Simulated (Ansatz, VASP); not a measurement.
## One calculation of Sr, two programs

File INCAR:

```
PREC     = Accurate       # precision mode
ENCUT    = 520            # plane-wave cutoff, eV
EDIFF    = 1E-7           # SCF threshold, eV
ISMEAR   = 0              # smearing method
SIGMA    = 0.1            # smearing width, eV
LREAL    = False          # projectors in reciprocal space
LASPH    = True           # aspherical terms in the spheres
NELM     = 100            # most SCF steps
ALGO     = Normal         # electronic algorithm
ISIF     = 2              # what is computed and relaxed
LWAVE    = False          # write WAVECAR
LCHARG   = False          # write CHGCAR
GGA      = PE             # functional
NBANDS   = 17             # bands
```

File KPOINTS:

```
Automatic mesh
0
Gamma
  6 6 4
```

The input POSCAR:

```
Sr
1.0
    3.3678221985      0.0000000000      0.0000000000
   -1.6839110993      2.9166195794      0.0000000000
    0.0000000000      0.0000000000      5.4502839606
Sr
2
Direct
    0.3333333333      0.6666666667      0.2500000000
    0.6666666667      0.3333333333      0.7500000000
```

Input for Ansatz:

```yaml
crystal:
  lattice:
    - [3.3678221985, 0.0, 0.0]
    - [-1.6839110993, 2.9166195794, 0.0]
    - [0.0, 0.0, 5.4502839606]
  atoms:
    - { symbol: Sr, position: [0.3333333333, 0.6666666667, 0.25] }
    - { symbol: Sr, position: [0.6666666667, 0.3333333333, 0.75] }
basis:
  ecutwfc: 420
kpoints:
  mp_grid: { grid: [6, 6, 4] }
hamiltonian:
  xc: pbe
scf:
  occupations: { method: gaussian, width: 0.1 }
output:
  forces: true
  stress: true
  eigenvalues: true
```

Alike in both runs: task single point; functional PBE; k mesh 6 × 6 × 4; occupations gaussian, width 0.1 eV; no spin polarisation.

|  | VASP | Ansatz |
| --- | --- | --- |
| version | VASP 6.6.1 | Ansatz 0.2.0 |
| potentials or method | VASP PAW PBE potentials, release 64 (Sr_sv), cutoff 520 eV | scalar-relativistic, plane waves, PAW |
| valence electrons in the cell | 20 | 20 |

VASP gave:

* gap on the k mesh at the Fermi level (eV): none
* pressure (GPa): 23.4

**Question.** Which values does Ansatz return?

**Answer.** gap on the k mesh at the Fermi level (eV): none; pressure (GPa): 23.2.

A gap of «none» marks a metal or a gap that the smearing closes. The functional is the same, so the differences come from potentials, cutoffs and numerics.
